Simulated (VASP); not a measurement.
# As in VASP: single point with PBEsol

Aim: the single point of As with PBEsol.

Everything below comes from runs of VASP 6.6.1. Logs are shortened: lines on timing, memory, paths and dates and some standing lists are left out, and cuts for length are marked.

**1. The cell of the first run**

The cell holds a sheet with vacuum, 2 atoms: a = 3.544 Å, b = 3.544 Å, c = 26.600 Å, α = 90.00°, β = 90.00°, γ = 120.00°.

**2. Single point, PBEsol**

Input file INCAR:

```
SYSTEM = As
ALGO = Normal
DIPOL = 0.5 0.5 0.289
EDIFF = 1E-6
ENCUT = 400
GGA = PS
GGA_COMPAT = .FALSE.
IDIPOL = 3
ISIF = 2
ISMEAR = 0
LASPH = .TRUE.
LCHARG = .FALSE.
LDIPOL = .TRUE.
LREAL = .FALSE.
LWAVE = .FALSE.
NBANDS = 12
NELM = 120
NELMDL = -8
PREC = Accurate
SIGMA = 0.03
```

Input file KPOINTS:

```
k-points
0
G
  12 12 1
  0 0 0
```

Input file POSCAR:

```
As
1.0
    3.5441019844      0.0000000000      0.0000000000
   -1.7720509922      3.0692823521      0.0000000000
    0.0000000000      0.0000000000     26.6000000028
As
2
Direct
    0.3333333333      0.6666666667      0.2633536691
    0.6666666667      0.3333333333      0.3155936992
```

Potentials or basis: VASP PAW PBE potentials, release 64 (As).

Run with:

```console
$ cat potpaw_PBE.64/As/POTCAR > POTCAR
$ mpirun -np 1 vasp_std > vasp.out
```

OUTCAR:

```text
SYSTEM = As
   EDIFF = 1E-6
   ENCUT = 400
   GGA = PS
   ISIF = 2
   ISMEAR = 0
   LASPH = .TRUE.
   LREAL = .FALSE.
   NELM = 120
   NELMDL = -8
   PREC = Accurate

 ion  position               nearest neighbor table
   1  0.333  0.667  0.263-   2 2.47   2 2.47   2 2.47
   2  0.667  0.333  0.316-   1 2.47   1 2.47   1 2.47

  LATTYP: Found a hexagonal cell.
 ALAT       =     3.5441019844
 C/A-ratio  =     7.5054273607

  Lattice vectors:

 A1 = (   3.5441019844,   0.0000000000,   0.0000000000)
 A2 = (  -1.7720509922,   3.0692823521,   0.0000000000)
 A3 = (   0.0000000000,   0.0000000000,  26.6000000028)

Analysis of symmetry for initial positions (statically):
=====================================================================
 Subroutine PRICEL returns:
 Original cell was already a primitive cell.

 Routine SETGRP: Setting up the symmetry group for a
 hexagonal supercell.

 Subroutine GETGRP returns: Found 12 space group operations
 (whereof  6 operations were pure point group operations)
 out of a pool of 24 trial point group operations.

The static configuration has the point symmetry C_3v.
 The point group associated with its full space group is D_3d.

Analysis of symmetry for dynamics (positions and initial velocities):
=====================================================================
 Subroutine PRICEL returns:
 Original cell was already a primitive cell.

 Routine SETGRP: Setting up the symmetry group for a
 hexagonal supercell.

 Subroutine GETGRP returns: Found 12 space group operations
 (whereof  6 operations were pure point group operations)
 out of a pool of 24 trial point group operations.

The dynamic configuration has the point symmetry C_3v.
 The point group associated with its full space group is D_3d.

 Subroutine INISYM returns: Found 12 space group operations
 (whereof  6 operations are pure point group operations),
 and found     1 'primitive' translations

----------------------------------------------------------------------------------------

                                     Primitive cell

  volume of cell :     289.3508

  direct lattice vectors                    reciprocal lattice vectors
     3.544101984  0.000000000  0.000000000     0.282158923  0.162904530  0.000000000
    -1.772050992  3.069282352  0.000000000     0.000000000  0.325809061  0.000000000
     0.000000000  0.000000000 26.600000003     0.000000000  0.000000000  0.037593985

[... 92 lines left out ...]
   ISMEAR =     0;   SIGMA  =   0.03  broadening in eV -4-tet -1-fermi 0-gaus
   EFERMI_NEDOS =   21; number of points for ismear=-14 and -15
   IALGO  =     38    algorithm
   IMIX   =      4    mixing-type and parameters
     AMIX     =   0.40;   BMIX     =  1.00
     AMIX_MAG =   1.60;   BMIX_MAG =  1.00
  volume/ion in A,a.u.               =     144.68       976.32
  Fermi-wavevector in a.u.,A,eV,Ry     =   0.533253  1.007702  3.868935  0.284359
  Thomas-Fermi vector in A             =   1.557114
   LORBIT       =      0    0 simple, 1 ext, 2 COOP (PROOUT), +10 PAW based schemes
   GGA     = PS    functional components
   LHFCALC =     F    Hartree Fock is set to
   AEXX    =    0.0000 exact exchange contribution
   IVDW    =     0    specifies the selected vdW correction
   LEPSILON=     F    determine dielectric tensor
   LRPA    =     F    only Hartree local field effects (RPA)
 non-spin polarized calculation
 Gauss-broadening in eV      SIGMA  =   0.03
  energy-cutoff  :      400.00
  volume of cell :      289.35
 maximum number of plane-waves:      5284
 NGX is ok and might be reduce to    24
   NGX = 11   NGY = 11   NGZ = 87

 dipolmoment           0.000000      0.000000     -0.000005 electrons x Angstroem

 number of electron      10.0000002 magnetization

 dipolmoment           0.000000      0.000000      0.000001 electrons x Angstroem

 Free energy of the ion-electron system (eV)
  ---------------------------------------------------
  ext. energy  EPLUGINS =         0.00000000
  ---------------------------------------------------
  free energy    TOTEN  =       -10.01100529 eV

  energy without entropy =      -10.01100529  energy(sigma->0) =      -10.01100529

 E-fermi :  -3.6784     XC(G=0):  -1.9978

 val. band max:       -3.8724497696   @ k =   0.0000   0.0000   0.0000
 cond. band min:      -2.3868265433   @ k =   0.3333   0.0000   0.0000
 fundamental gap:      1.4856232263
 Fermi energy:        -3.6783786501

 k-point     1 :       0.0000    0.0000    0.0000
  band No.  band energies     occupation
      1     -17.7549      2.00000
      2     -11.1996      2.00000
      3      -4.6148      2.00000
      4      -3.8725      2.00000
      5      -3.8724      2.00000
      6      -1.7942      0.00000
      7      -0.3207      0.00000
      8      -0.3207      0.00000
      9       0.9775      0.00000
     10       1.2387      0.00000
     11       1.6288      0.00000
     12       1.9119      0.00000
[... 256 lines left out ...]
 k-point    19 :       0.3333    0.3333    0.0000
  band No.  band energies     occupation
      1     -13.9961      2.00000
      2     -13.9961      2.00000
      3      -8.5700      2.00000
      4      -6.0120      2.00000
      5      -6.0120      2.00000
      6      -2.0740      0.00000
      7       0.7017      0.00000
      8       0.7017      0.00000
      9       4.1785      0.00000
     10       5.1837      0.00000
     11       5.1838      0.00000
     12       5.8808      0.00000

------------------------ aborting loop because EDIFF is reached ----------------------------------------

 vacuum level on the upper side and lower side of the slab       (xc-potential included)        -0.007        -0.007

  FORCE on cell =-STRESS in cart. coord.  units (eV):
  Direction    XX          YY          ZZ          XY          YZ          ZX
  --------------------------------------------------------------------------------------
  -------------------------------------------------------------------------------------
  Total        0.1084848      0.1084848      0.1509916      0.0000000      0.0000000      0.0000000
  in kB        0.6006961      0.6006961      0.8360622      0.0000000      0.0000000      0.0000000
  external PRESSURE =       0.6791515 kB  Pullay stress =       0.0000000 kB

 VOLUME and BASIS-vectors are now :
 -----------------------------------------------------------------------------
  energy-cutoff  :      400.00
  volume of cell :      289.35
      direct lattice vectors                 reciprocal lattice vectors
     3.544101984  0.000000000  0.000000000     0.282158923  0.162904530  0.000000000
    -1.772050992  3.069282352  0.000000000     0.000000000  0.325809061  0.000000000
     0.000000000  0.000000000 26.600000003     0.000000000  0.000000000  0.037593985

 POSITION                                       TOTAL-FORCE (eV/Angst)
 -----------------------------------------------------------------------------------
     -0.00000      2.04619      7.00521         0.000000      0.000000     -0.114407
      1.77205      1.02309      8.39479        -0.000000     -0.000000      0.114407
 -----------------------------------------------------------------------------------
    total drift:                               -0.000000     -0.000000      0.000011

  FREE ENERGIE OF THE ION-ELECTRON SYSTEM (eV)
  ---------------------------------------------------
  free  energy   TOTEN  =       -10.0110052908 eV

  energy  without entropy=      -10.0110052908  energy(sigma->0) =      -10.01100529

 vacuum level on the upper side and lower side of the slab         1.445         1.445
```

OSZICAR:

```text
N       E                     dE             d eps       ncg     rms          rms(c)
DAV:   1     0.585909148533E+02    0.58591E+02   -0.23795E+03   456   0.425E+02
DAV:   2    -0.443377202059E+01   -0.63025E+02   -0.55984E+02   728   0.879E+01
DAV:   3    -0.100467493971E+02   -0.56130E+01   -0.56004E+01   688   0.348E+01
[... 14 lines left out ...]
DAV:  18    -0.100109778199E+02   -0.97740E-05   -0.15130E-07   644   0.111E-03    0.609E-04
DAV:  19    -0.100109967952E+02   -0.18975E-04   -0.80364E-07   596   0.226E-03    0.459E-04
DAV:  20    -0.100110034975E+02   -0.67024E-05   -0.23330E-07   596   0.129E-03    0.148E-04
DAV:  21    -0.100110045605E+02   -0.10629E-05   -0.16226E-08   512   0.331E-04    0.807E-05
DAV:  22    -0.100110052908E+02   -0.73031E-06   -0.13571E-08   488   0.320E-04
   1 F= -.10011005E+02 E0= -.10011005E+02  d E =-.157267E-21
```

Run time: 84 s. Hardware: 1 thread of Intel Xeon 6975P-C, shared host; peak memory 0.3 GiB.

What came out:

```
Free energy            : -10.0110 eV
Largest force          : 0.114 eV/Å
Band gap on the k mesh : 1.49 eV, indirect (least direct gap 2.08 eV)
```

Forces in eV/Å, atoms in the order of the input:
```
As   0.000  0.000 -0.114
As   0.000  0.000  0.114
```

Caveat: the PAW data sets were made with another functional, which shifts forces and pressure a little.
